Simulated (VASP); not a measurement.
# GaN (wurtzite): relaxation of cell and atoms with PBE

Crystal: GaN (wurtzite).

```
Ga N
1.0
     3.18900    0.00000    0.00000
    -1.59450    2.76176    0.00000
     0.00000    0.00000    5.18500
Ga N
2 2
Cartesian
  0.0000 1.8412 0.0000
  1.5945 0.9206 2.5925
  0.0000 1.8412 1.9547
  1.5945 0.9206 4.5472
```

```json
{
 "Program": "VASP 6.6.1",
 "Task": "relaxation of cell and atoms",
 "Functional": "PBE",
 "Potentials or basis": "VASP PAW PBE potentials, release 64 (Ga_d, N)",
 "Cutoff": "600 eV",
 "k mesh": "9 × 9 × 6",
 "Occupations": "gaussian, width 0.01 eV",
 "Spin": "no spin polarisation",
 "Dipole correction": "no",
 "Further INCAR settings": "ALGO = Normal; EDIFF = 1e-07; IBRION = 2; EDIFFG = -0.002; NSW = 60; ISIF = 3"
}
```

| Item | Value |
| --- | --- |
| Relaxed volume | 11.76 Å³/atom |
| Relaxed cell | a = 3.218 Å, b = 3.218 Å, c = 5.243 Å, α = 90.00°, β = 90.00°, γ = 120.00° |
| Space group after relaxing (to 0.05 Å) | P6_3mc (No. 186) |
| Energy gained by relaxing | 5.5 meV/atom |
| Ionic steps | 10 |
| Pressure after relaxing | 0.0 GPa |
| Band gap on the k mesh | 1.72 eV, direct |

Step by step:
```
step  energy change (eV)  largest force (eV/Å)  pressure (GPa)  volume (Å³)
   1              0.0000                0.0012            5.32        45.67
   2             -0.0067                0.0091           -4.03        48.22
   3             -0.0221                0.0068           -0.02        47.03
   4             -0.0221                0.0067            0.09        47.00
   5             -0.0221                0.0063            0.09        47.00
   6             -0.0221                0.0064            0.09        47.00
   7             -0.0221                0.0019           -0.07        47.04
   8             -0.0221                0.0018            0.04        47.03
   9             -0.0221                0.0002           -0.04        47.03
  10             -0.0221                0.0010           -0.02        47.03
```

Final structure:
```yaml
crystal:
  lattice:
    - [3.21823, 0.00000, 0.00000]
    - [-1.60911, 2.78707, 0.00000]
    - [0.00000, 0.00000, 5.24335]
  atoms:
    - { symbol: Ga, position: [0.33333, 0.66667, 0.00013] }
    - { symbol: Ga, position: [0.66667, 0.33333, 0.50013] }
    - { symbol: N, position: [0.33333, 0.66667, 0.37687] }
    - { symbol: N, position: [0.66667, 0.33333, 0.87687] }
```

Levels at points of the mesh, in eV from the valence-band top:
```
           k point  band 15  band 16  band 17  band 18  band 19  band 20  band 21  band 22
(0.00, 0.00, 0.00)    -1.00    -0.04     0.00     0.00     1.72     4.07     9.02     9.73
(0.00, 0.00, 0.50)    -0.51    -0.51    -0.51    -0.51     4.06     4.06     8.31     8.31
```

Wall time 2.7 min on 1 thread of Intel(R) Xeon(R) 6975P-C (Granite Rapids) (shared host), peak memory 0.2 GiB.

Expect the measured gap to be larger: semilocal functionals such as PBE lack the derivative discontinuity.
